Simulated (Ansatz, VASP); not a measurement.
**Two plane-wave programs on Ag**

```
Ag
1.0
     0.00000    1.99966    1.99966
     1.99966    0.00000    1.99966
     1.99966    1.99966    0.00000
Ag
1
Direct
  0.00000 0.00000 0.00000
```

Alike in both runs: task single point; functional LDA; k mesh 13 × 13 × 13; occupations methfessel-paxton of order 1, width 0.03 eV; no spin polarisation.

|  | VASP | Ansatz |
| --- | --- | --- |
| version | VASP 6.6.1 | Ansatz 0.2.0 |
| potentials or method | VASP PAW LDA potentials, release 64 (Ag), cutoff 520 eV | plane waves (420 eV) with PAW, scalar-relativistic |
| valence electrons in the cell | 11 | 19 |

VASP gave:

| Item | Value |
| --- | --- |
| pressure (GPa) | 0.0 |

Q: What did Ansatz give for the same quantities?

A: Pressure (GPa): -0.1.

Ansatz warns that its potentials were made for another functional, while VASP's fit it. LDA's correlation is that of Perdew and Zunger in VASP and of Perdew and Wang (1992) in Ansatz. VASP's potentials hold 11 valence electrons a cell and Ansatz's 19, so a difference there can come from the potentials and not from the codes.
